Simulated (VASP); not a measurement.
# Ga (P6/mmm) in VASP: further runs

Runs on Ga. Level: PBE. Tasks: relaxation of shape and atoms at fixed volume.

Everything below comes from runs of VASP 6.6.1. Logs are shortened: lines on timing, memory, paths and dates and some standing lists are left out, and cuts for length are marked.

### Step 1. The cell of the first run

It takes space group P6/mmm (No. 191, hexagonal). Conventional cell: a = 2.477 Å, b = 2.477 Å, c = 2.371 Å, α = 90.00°, β = 90.00°, γ = 120.00°. Within 3.1 Å of Ga (site symmetry 6/mmm) lie 8 Ga at 2.37 to 2.48 Å.

This isn't the form of Ga at room conditions, which is orthorhombic.

### Step 2. Relaxation of shape and atoms at fixed volume, PBE

INCAR reads:

```
SYSTEM = Ga
PREC = Accurate
ENCUT = 600
EDIFF = 1E-6
ISMEAR = -1
SIGMA = 0.05
LREAL = .False.
LASPH = .True.
NELM = 100
ALGO = Normal
ISIF = 4
LWAVE = .False.
LCHARG = .False.
GGA = PE
IBRION = 2
NSW = 50
EDIFFG = -0.005
```

KPOINTS reads:

```
regular mesh
0
Gamma
  17 17 15
  0 0 0
```

POSCAR reads:

```
Ga
1.0
    2.4767204043      0.0000000000      0.0000000000
   -1.2383602021      2.1449027882      0.0000000000
    0.0000000000      0.0000000000      2.3710446226
Ga
1
Direct
    0.0000000000      0.0000000000      0.0000000000
```

Potentials or basis: VASP PAW PBE potentials, release 64 (Ga_d).

Command:

```bash
cat potpaw_PBE.64/Ga_d/POTCAR > POTCAR
mpirun -np 1 vasp_std > vasp.out
```

OUTCAR:

```text
SYSTEM = Ga
   PREC = Accurate
   ENCUT = 600
   EDIFF = 1E-6
   ISMEAR = -1
   LREAL = .False.
   LASPH = .True.
   NELM = 100
   ISIF = 4
   GGA = PE
   IBRION = 2
   NSW = 50
   EDIFFG = -0.005

 ion  position               nearest neighbor table
   1  0.000  0.000  0.000-

  LATTYP: Found a hexagonal cell.
 ALAT       =     2.4767204043
 C/A-ratio  =     0.9573323733

  Lattice vectors:

 A1 = (   2.4767204043,   0.0000000000,   0.0000000000)
 A2 = (  -1.2383602021,   2.1449027882,   0.0000000000)
 A3 = (   0.0000000000,   0.0000000000,   2.3710446226)

Analysis of symmetry for initial positions (statically):
=====================================================================
 Subroutine PRICEL returns:
 Original cell was already a primitive cell.

 Routine SETGRP: Setting up the symmetry group for a
 hexagonal supercell.

 Subroutine GETGRP returns: Found 24 space group operations
 (whereof 24 operations were pure point group operations)
 out of a pool of 24 trial point group operations.

The static configuration has the point symmetry D_6h.

Analysis of symmetry for dynamics (positions and initial velocities):
=====================================================================
 Subroutine PRICEL returns:
 Original cell was already a primitive cell.

 Routine SETGRP: Setting up the symmetry group for a
 hexagonal supercell.

 Subroutine GETGRP returns: Found 24 space group operations
 (whereof 24 operations were pure point group operations)
 out of a pool of 24 trial point group operations.

The dynamic configuration has the point symmetry D_6h.

 Subroutine INISYM returns: Found 24 space group operations
 (whereof 24 operations are pure point group operations),
 and found     1 'primitive' translations

----------------------------------------------------------------------------------------

                                     Primitive cell

  volume of cell :      12.5958

  direct lattice vectors                    reciprocal lattice vectors
     2.476720404  0.000000000  0.000000000     0.403759745  0.233110798  0.000000000
    -1.238360202  2.144902788  0.000000000     0.000000000  0.466221595  0.000000000
     0.000000000  0.000000000  2.371044623     0.000000000  0.000000000  0.421755032

  length of vectors
     2.476720404  2.476720404  2.371044623     0.466221595  0.466221595  0.421755032

  position of ions in fractional coordinates (direct lattice)
     0.000000000  0.000000000  0.000000000

  ion indices of the primitive-cell ions
   primitive index   ion index
                 1           1

----------------------------------------------------------------------------------------

 KPOINTS: regular mesh

Automatic generation of k-mesh.
 Grid dimensions read from file:
 generate k-points for:   17   17   15

 Generating k-lattice:

  Cartesian coordinates                     Fractional coordinates (reciprocal lattice)
     0.023750573  0.013712400  0.000000000     0.058823529  0.000000000  0.000000000
     0.000000000  0.027424800  0.000000000     0.000000000  0.058823529  0.000000000
     0.000000000  0.000000000  0.028117002     0.000000000  0.000000000  0.066666667

  Length of vectors
     0.027424800  0.027424800  0.028117002

  Shift w.r.t. Gamma in fractional coordinates (k-lattice)
     0.000000000  0.000000000  0.000000000

 Subroutine IBZKPT returns following result:
 ===========================================

 Found    264 irreducible k-points:

 Following reciprocal coordinates:
            Coordinates               Weight
  0.000000  0.000000  0.000000      1.000000
  0.058824 -0.000000  0.000000      6.000000
  0.117647 -0.000000  0.000000      6.000000
  0.176471 -0.000000  0.000000      6.000000
  0.235294 -0.000000  0.000000      6.000000
  0.294118  0.000000  0.000000      6.000000
[... 16 lines left out ...]
  0.411765  0.117647  0.000000     12.000000
  0.176471  0.176471  0.000000      6.000000
 [... further k-points ...]
   k-points           NKPTS =    264   k-points in BZ     NKDIM =    264   number of bands    NBANDS=     10
   number of dos      NEDOS =    301   number of ions     NIONS =      1
   total plane-waves  NPLWV =   8000
   dimension x,y,z NGX =    20 NGY =   20 NGZ =   20
   dimension x,y,z NGXF=    40 NGYF=   40 NGZF=   40
   ions per type =               1
   NGX,Y,Z   is equivalent  to a cutoff of  13.42, 13.42, 14.02 a.u.
   NGXF,Y,Z  is equivalent  to a cutoff of  26.85, 26.85, 28.05 a.u.
 SYSTEM =  Ga
   PREC   = accura    normal or accurate (medium, high low for compatibility)
   ISTART =      0    job   : 0-new  1-cont  2-samecut
   ICHARG =      2    charge: 1-file 2-atom 10-const
   ISPIN  =      1    spin polarized calculation?
   LNONCOLLINEAR =      F non collinear calculations
   LSORBIT =      F    spin-orbit coupling
   LASPH  =      T    aspherical Exc in radial PAW
   ENCUT  =  600.0 eV  44.10 Ry    6.64 a.u.   4.95  4.95  4.74*2*pi/ulx,y,z
   NELM   =    100;   NELMIN=  2; NELMDL= -5     # of ELM steps
   EDIFF  = 0.1E-05   stopping-criterion for ELM
   LREAL  =      F    real-space projection
   EDIFFG = -.5E-02   stopping-criterion for IOM
   NSW    =     50    number of steps for IOM
   IBRION =      2    ionic relax: 0-MD 1-quasi-New 2-CG
   NFREE  =      1    steps in history (QN), initial steepest desc. (CG)
   ISIF   =      4    stress and relaxation
   ISYM   =      2    0-nonsym 1-usesym 2-fastsym
   POTIM  = 0.5000    time-step for ionic-motion
   TEBEG  =    0.0;   TEEND  =   0.0 temperature during run
   PSTRESS=    0.0 pullay stress
   NELECT =      13.0000    total number of electrons
   NUPDOWN=      -1.0000    fix difference up-down
   EMIN   =  10.00;   EMAX   =-10.00  energy-range for DOS
   EFERMI =   0.00;   METHOD = LEGACY
   ISMEAR =    -1;   SIGMA  =   0.05  broadening in eV -4-tet -1-fermi 0-gaus
   EFERMI_NEDOS =   21; number of points for ismear=-14 and -15
   IALGO  =     38    algorithm
   IMIX   =      4    mixing-type and parameters
     AMIX     =   0.40;   BMIX     =  1.00
     AMIX_MAG =   1.60;   BMIX_MAG =  1.00
  volume/ion in A,a.u.               =      12.60        85.00
  Fermi-wavevector in a.u.,A,eV,Ry     =   1.654428  3.126415 37.240937  2.737132
  Thomas-Fermi vector in A             =   2.742697
   LORBIT       =      0    0 simple, 1 ext, 2 COOP (PROOUT), +10 PAW based schemes
   GGA     = PE    functional components
   LHFCALC =     F    Hartree Fock is set to
   AEXX    =    0.0000 exact exchange contribution
   IVDW    =     0    specifies the selected vdW correction
   LEPSILON=     F    determine dielectric tensor
   LRPA    =     F    only Hartree local field effects (RPA)
 conjugate gradient relaxation of ions
 non-spin polarized calculation
  energy-cutoff  :      600.00
  volume of cell :       12.60
 maximum number of plane-waves:       436
 NGX is ok and might be reduce to    20
   NGX =  9   NGY =  9   NGZ =  9

--------------------------------------- Ionic step        1  -------------------------------------------

 number of electron      13.0000009 magnetization

 Free energy of the ion-electron system (eV)
  ---------------------------------------------------
  ext. energy  EPLUGINS =         0.00000000
  ---------------------------------------------------
  free energy    TOTEN  =        -1.99976434 eV

  energy without entropy =       -1.99609433  energy(sigma->0) =       -1.99792934

------------------------ aborting loop because EDIFF is reached ----------------------------------------

  FORCE on cell =-STRESS in cart. coord.  units (eV):
  Direction    XX          YY          ZZ          XY          YZ          ZX
  --------------------------------------------------------------------------------------
  -------------------------------------------------------------------------------------
  Total        4.7937976      4.7937976      5.1170319      0.0000000     -0.0000000      0.0000000
  in kB      609.7698521    609.7698521    650.8851796      0.0000000     -0.0000000      0.0000000
  external PRESSURE =     623.4749613 kB  Pullay stress =       0.0000000 kB
[... 55 lines left out ...]
  energy  without entropy=       -1.9970911584  energy(sigma->0) =       -1.99856079

--------------------------------------- Ionic step        3  -------------------------------------------

 number of electron      13.0000009 magnetization

 Free energy of the ion-electron system (eV)
  ---------------------------------------------------
  ext. energy  EPLUGINS =         0.00000000
  ---------------------------------------------------
  free energy    TOTEN  =        -2.00071807 eV

  energy without entropy =       -1.99742784  energy(sigma->0) =       -1.99907295

 E-fermi :   9.8357     XC(G=0): -13.1526

 val. band max:        9.8137134879   @ k =   0.3529   0.0588   0.2000
 cond. band min:       9.8800993668   @ k =   0.2941   0.2941   0.2000
 fundamental gap:      0.0663858789
 Fermi energy:         9.8357129950

 k-point     1 :       0.0000    0.0000    0.0000
  band No.  band energies     occupation
      1      -6.3557      2.00000
      2      -5.7201      2.00000
      3      -5.7201      2.00000
      4      -5.0547      2.00000
      5      -5.0547      2.00000
      6      -4.6790      2.00000
      7      20.9603      0.00000
      8      24.7519      0.00000
      9      26.7357      0.00000
     10      26.7357      0.00000
[... 287 lines left out ...]
 k-point    24 :       0.1765    0.1765    0.0000
  band No.  band energies     occupation
      1      -6.1165      2.00000
      2      -5.8963      2.00000
      3      -5.3893      2.00000
      4      -5.2896      2.00000
      5      -5.1321      2.00000
      6      -1.3314      2.00000
      7      14.5309      0.00000
      8      15.1973      0.00000
      9      24.5382      0.00000
     10      27.4869      0.00000

 [... further k-points ...]

------------------------ aborting loop because EDIFF is reached ----------------------------------------

  FORCE on cell =-STRESS in cart. coord.  units (eV):
  Direction    XX          YY          ZZ          XY          YZ          ZX
  --------------------------------------------------------------------------------------
  -------------------------------------------------------------------------------------
  Total        4.8934567      4.8934567      4.8979158      0.0000000      0.0000000     -0.0000000
  in kB      622.4464761    622.4464761    623.0136734      0.0000000      0.0000000     -0.0000000
  external PRESSURE =     622.6355419 kB  Pullay stress =       0.0000000 kB
[... 16 lines left out ...]
  FREE ENERGIE OF THE ION-ELECTRON SYSTEM (eV)
  ---------------------------------------------------
  free  energy   TOTEN  =        -2.0007180673 eV

  energy  without entropy=       -1.9974278412  energy(sigma->0) =       -1.99907295

 reached required accuracy - stopping structural energy minimisation
```

Run time: 47 s. Hardware: 1 thread of Intel Xeon 8259CL, shared host; peak memory 0.16 GiB.

Results:

```
Free energy               : -2.0007 eV
Energy gained by relaxing : 1.0 meV/atom
Ionic steps               : 3
Pressure after relaxing   : 62.3 GPa
Band gap on the k mesh    : zero (an odd number of electrons rules out a gap without spin polarisation)
```

Step by step:
```csv
step,energy change (eV),largest force (eV/Å),pressure (GPa),volume (Å³)
1,0.0000,0.0000,62.35,12.60
2,-0.0003,0.0000,62.19,12.60
3,-0.0010,0.0000,62.26,12.60
```

Final structure:
```xyz
1
Lattice="2.4696 0.0000 0.0000 -1.2348 2.1387 0.0000 0.0000 0.0000 2.3847" Properties=species:S:1:pos:R:3 pbc="T T T"
Ga    0.0000    0.0000    0.0000
```

### Step 3. Relaxation of shape and atoms at fixed volume, PBE

This run uses another cell than the first one, of 14.53 Å³/atom.

INCAR reads:

```
  ALGO = Normal
  EDIFF = 1E-7
  EDIFFG = -0.005
  ENCUT = 600
  GGA = PE
  IBRION = 2
  ISIF = 4
  ISMEAR = -1
  LASPH = True
  LCHARG = False
  LREAL = False
  LWAVE = False
  NELM = 100
  NSW = 50
  PREC = Accurate
  SIGMA = 0.05
```

KPOINTS reads:

```
k-points
0
Gamma
  17 17 15
```

POSCAR reads:

```
Ga
1.0
    2.5977236664      0.0000000000      0.0000000000
   -1.2988618332      2.2496946871      0.0000000000
    0.0000000000      0.0000000000      2.4868849626
Ga
1
Direct
    0.0000000000      0.0000000000      0.0000000000
```

Potentials or basis: VASP PAW PBE potentials, release 64 (Ga_d).

Command:

```bash
cat potpaw_PBE.64/Ga_d/POTCAR > POTCAR
mpirun -np 1 vasp_std > vasp.out
```

Run time: 47 s. Hardware: 1 thread of Intel Xeon 8259CL, shared host; peak memory 0.18 GiB.

The run converged. Its results:

| Item | Value |
| --- | --- |
| Free energy | -2.5327 eV |
| Energy gained by relaxing | 0.1 meV/atom |
| Ionic steps | 3 |
| Pressure after relaxing | 29.2 GPa |
| Band gap on the k mesh | zero (an odd number of electrons rules out a gap without spin polarisation) |

Step by step:
| step | energy change (eV) | largest force (eV/Å) | pressure (GPa) | volume (Å³) |
| --- | --- | --- | --- | --- |
| 1 | 0.0000 | 0.0000 | 29.27 | 14.53 |
| 2 | -0.0001 | 0.0000 | 29.23 | 14.53 |
| 3 | -0.0001 | 0.0000 | 29.25 | 14.53 |

Final structure:
```
Ga
1.0
     2.59451    0.00000    0.00000
    -1.29725    2.24691    0.00000
     0.00000    0.00000    2.49305
Ga
1
Direct
  0.00000 0.00000 0.00000
```

Levels at points of the mesh, in eV from the Fermi level:
```
           k point  band 4  band 5  band 6  band 7  band 8  band 9
(0.00, 0.00, 0.00)  -14.71  -14.71  -13.10   10.29   13.80   14.90
```
